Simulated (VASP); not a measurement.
# W3N4 (P2/m) in VASP: single point with PBEsol

Aim: the single point of W3N4 with PBEsol.

Program: VASP 6.6.1. These are calculated values, not measurements. Logs are shortened: lines on timing, memory, paths and dates and some standing lists are left out, and cuts for length are marked.

## 1. The cell of the first run

It takes space group P2/m (No. 10, monoclinic). The conventional cell has a = 3.888 Å, b = 4.180 Å, c = 4.181 Å, α = 90.00°, β = 92.08°, γ = 90.00°. Within 2.6 Å of W (site symmetry 2/m) lie 6 N at 1.94 to 2.09 Å. W (site symmetry 2/m) has 6 N at 1.94 to 2.09 Å within 2.6 Å. Within 2.6 Å of W (site symmetry 2/m) lie 6 N at 1.94 to 2.09 Å. N (site symmetry 2/m) has 6 W at 1.94 to 2.09 Å within 2.6 Å. Within 2.6 Å of N (site symmetry 2/m) lie 4 W at 1.94 to 2.09 Å. Within 2.6 Å of N (site symmetry 2/m) lie 4 W at 1.94 to 2.09 Å. Within 3.0 Å of N (site symmetry 2/m) lie 4 W at 2.09 Å and 12 N at 2.80 to 2.96 Å.

## 2. Single point, PBEsol (engineering shear strain xz -0.0350, normal strain along z -0.0700)

The input, INCAR:

```
SYSTEM = W3N4
  ALGO = Normal
  EDIFF = 1E-6
  ENCUT = 520
  GGA = PS
  ISIF = 2
  ISMEAR = 0
  LASPH = .True.
  LCHARG = .True.
  LELF = .True.
  LREAL = .False.
  LVHAR = .True.
  LWAVE = .False.
  NBANDS = 40
  NELM = 60
  PREC = Accurate
  SIGMA = 0.15
```

The input, KPOINTS:

```
k-points
0
Gamma
  10 10 10
  0 0 0
```

The input, POSCAR:

```
W3N4
1.0
    4.1802152799      0.0000000000     -0.0731537674
    0.0000000000      4.1802152799      0.0000000000
   -0.0731537674      0.0000000000      3.8876002103
W N
3 4
Direct
    0.5000000000      0.5000000000      0.0000000000
    0.0000000000      0.5000000000      0.5000000000
    0.5000000000      0.0000000000      0.5000000000
    0.5000000000      0.5000000000      0.5000000000
    0.5000000000      0.0000000000      0.0000000000
    0.0000000000      0.5000000000      0.0000000000
    0.0000000000      0.0000000000      0.5000000000
```

Potentials or basis: VASP PAW PBE potentials, release 64 (W_sv, N).

Started as:

```bash
> cat potpaw_PBE.64/W_sv/POTCAR potpaw_PBE.64/N/POTCAR > POTCAR
> mpirun -np 1 vasp_std > vasp.out
```

OUTCAR:

```text
SYSTEM = W3N4
   EDIFF = 1E-6
   ENCUT = 520
   GGA = PS
   ISIF = 2
   ISMEAR = 0
   LASPH = .True.
   LREAL = .False.
   NELM = 60
   PREC = Accurate

 ion  position               nearest neighbor table
   1  0.500  0.500  0.000-   4 1.94   4 1.94   5 2.09   5 2.09   6 2.09   6 2.09   2 2.80   2 2.80
                             3 2.85   3 2.85   3 2.85   3 2.85   2 2.91   2 2.91
   2  0.000  0.500  0.500-   6 1.94   6 1.94   7 2.09   7 2.09   4 2.09   4 2.09   1 2.80   1 2.80
                             1 2.91   1 2.91   3 2.96   3 2.96   3 2.96   3 2.96
   3  0.500  0.000  0.500-   5 1.94   5 1.94   4 2.09   4 2.09   7 2.09   7 2.09   1 2.85   1 2.85
                             1 2.85   1 2.85   2 2.96   2 2.96   2 2.96   2 2.96
   4  0.500  0.500  0.500-   1 1.94   1 1.94   3 2.09   3 2.09   2 2.09   2 2.09
   5  0.500  0.000  0.000-   3 1.94   3 1.94   1 2.09   1 2.09
   6  0.000  0.500  0.000-   2 1.94   2 1.94   1 2.09   1 2.09
   7  0.000  0.000  0.500-   2 2.09   2 2.09   3 2.09   3 2.09

  LATTYP: Found a simple monoclinic cell.
 ALAT       =     3.8882884241
 B/A-ratio  =     1.0750784983
 C/A-ratio  =     1.0752431071
 COS(beta)  =    -0.0363052175

  Lattice vectors:

 A1 = (  -0.0731537674,   0.0000000000,   3.8876002103)
 A2 = (   0.0000000000,  -4.1802152799,   0.0000000000)
 A3 = (   4.1802152799,   0.0000000000,  -0.0731537674)

Analysis of symmetry for initial positions (statically):
=====================================================================
 Subroutine PRICEL returns:
 Original cell was already a primitive cell.

 Routine SETGRP: Setting up the symmetry group for a
 simple monoclinic supercell.

 Subroutine GETGRP returns: Found  4 space group operations
 (whereof  4 operations were pure point group operations)
 out of a pool of  4 trial point group operations.

The static configuration has the point symmetry C_2h.

Analysis of symmetry for dynamics (positions and initial velocities):
=====================================================================
 Subroutine PRICEL returns:
 Original cell was already a primitive cell.

 Routine SETGRP: Setting up the symmetry group for a
 simple monoclinic supercell.

 Subroutine GETGRP returns: Found  4 space group operations
 (whereof  4 operations were pure point group operations)
 out of a pool of  4 trial point group operations.

The dynamic configuration has the point symmetry C_2h.

 Subroutine INISYM returns: Found  4 space group operations
 (whereof  4 operations are pure point group operations),
[... 103 lines left out ...]
   LASPH  =      T    aspherical Exc in radial PAW
   ENCUT  =  520.0 eV  38.22 Ry    6.18 a.u.   7.77  7.77  7.23*2*pi/ulx,y,z
   NELM   =     60;   NELMIN=  2; NELMDL= -5     # of ELM steps
   EDIFF  = 0.1E-05   stopping-criterion for ELM
   LREAL  =      F    real-space projection
[... 7 lines left out ...]
   TEBEG  =    0.0;   TEEND  =   0.0 temperature during run
   PSTRESS=    0.0 pullay stress
   NELECT =      62.0000    total number of electrons
   NUPDOWN=      -1.0000    fix difference up-down
   EMIN   =  10.00;   EMAX   =-10.00  energy-range for DOS
   EFERMI =   0.00;   METHOD = LEGACY
   ISMEAR =     0;   SIGMA  =   0.15  broadening in eV -4-tet -1-fermi 0-gaus
   EFERMI_NEDOS =   21; number of points for ismear=-14 and -15
   IALGO  =     38    algorithm
   IMIX   =      4    mixing-type and parameters
     AMIX     =   0.40;   BMIX     =  1.00
     AMIX_MAG =   1.60;   BMIX_MAG =  1.00
  volume/ion in A,a.u.               =       9.70        65.47
  Fermi-wavevector in a.u.,A,eV,Ry     =   1.588157  3.001182 34.317196  2.522243
  Thomas-Fermi vector in A             =   2.687204
   LORBIT       =      0    0 simple, 1 ext, 2 COOP (PROOUT), +10 PAW based schemes
   GGA     = PS    functional components
   LHFCALC =     F    Hartree Fock is set to
   AEXX    =    0.0000 exact exchange contribution
   IVDW    =     0    specifies the selected vdW correction
   LEPSILON=     F    determine dielectric tensor
   LRPA    =     F    only Hartree local field effects (RPA)
 non-spin polarized calculation
 Gauss-broadening in eV      SIGMA  =   0.15
  energy-cutoff  :      520.00
  volume of cell :       67.91
 maximum number of plane-waves:      1848
   NGX = 15   NGY = 15   NGZ = 15

 number of electron      62.0000004 magnetization

 Free energy of the ion-electron system (eV)
  ---------------------------------------------------
  ext. energy  EPLUGINS =         0.00000000
  ---------------------------------------------------
  free energy    TOTEN  =       -76.01764743 eV

  energy without entropy =      -75.98581274  energy(sigma->0) =      -76.00173009

 E-fermi :  11.8331     XC(G=0): -13.7375

 val. band max:       11.8330145412   @ k =   0.0000   0.5000   0.2000
 cond. band min:      11.8349614621   @ k =  -0.1000   0.5000   0.2000
 fundamental gap:      0.0019469209
 Fermi energy:        11.8331239025

 k-point     1 :       0.0000    0.0000    0.0000
  band No.  band energies     occupation
      1     -63.7463      2.00000
      2     -63.6328      2.00000
      3     -63.6258      2.00000
      4     -28.6899      2.00000
      5     -28.5594      2.00000
      6     -28.5344      2.00000
[... 1021 lines left out ...]
     39      16.9474      0.00000
     40      17.3113      0.00000

 [... further k-points ...]

------------------------ aborting loop because EDIFF is reached ----------------------------------------

  FORCE on cell =-STRESS in cart. coord.  units (eV):
  Direction    XX          YY          ZZ          XY          YZ          ZX
  --------------------------------------------------------------------------------------
  -------------------------------------------------------------------------------------
  Total        5.9535586      5.9050145     38.4419862      0.0000000      0.0000000      0.8957814
  in kB      140.4595782    139.3142986    906.9441505      0.0000000      0.0000000     21.1337602
  external PRESSURE =     395.5726758 kB  Pullay stress =       0.0000000 kB

 VOLUME and BASIS-vectors are now :
 -----------------------------------------------------------------------------
  energy-cutoff  :      520.00
  volume of cell :       67.91
      direct lattice vectors                 reciprocal lattice vectors
     4.180215280  0.000000000 -0.073153767     0.239300931  0.000000000  0.004502975
     0.000000000  4.180215280  0.000000000     0.000000000  0.239222129  0.000000000
    -0.073153767  0.000000000  3.887600210     0.004502975  0.000000000  0.257312829

 POSITION                                       TOTAL-FORCE (eV/Angst)
 -----------------------------------------------------------------------------------
      2.09011      2.09011     -0.03658        -0.000000      0.000000      0.000000
     -0.03658      2.09011      1.94380         0.000000      0.000000      0.000000
      2.05353      0.00000      1.90722        -0.000000      0.000000      0.000000
      2.05353      2.09011      1.90722         0.000000      0.000000      0.000000
      2.09011      0.00000     -0.03658        -0.000000      0.000000      0.000000
      0.00000      2.09011      0.00000         0.000000      0.000000      0.000000
     -0.03658      0.00000      1.94380         0.000000      0.000000      0.000000
 -----------------------------------------------------------------------------------
    total drift:                                0.000000     -0.000000     -0.000000

  FREE ENERGIE OF THE ION-ELECTRON SYSTEM (eV)
  ---------------------------------------------------
  free  energy   TOTEN  =       -76.0176474298 eV

  energy  without entropy=      -75.9858127443  energy(sigma->0) =      -76.00173009
```

Wall time 15 min (1 thread of Intel Xeon 8259CL, shared host); peak memory 0.66 GiB.

What came out:

* Free energy: -76.0176 eV
* Pressure: 39.6 GPa
* Band gap on the k mesh: zero (bands 31 and 32 overlap by 3.09 eV)

Caveat: the cell differs from its parent crystal (engineering shear strain xz -0.0350, normal strain along z -0.0700); the stress differs along the axes, from 14 to 91 GPa; the PAW data sets were made with another functional, which shifts forces and pressure a little; spin-orbit coupling is left out, which moves the levels of the heavy elements.
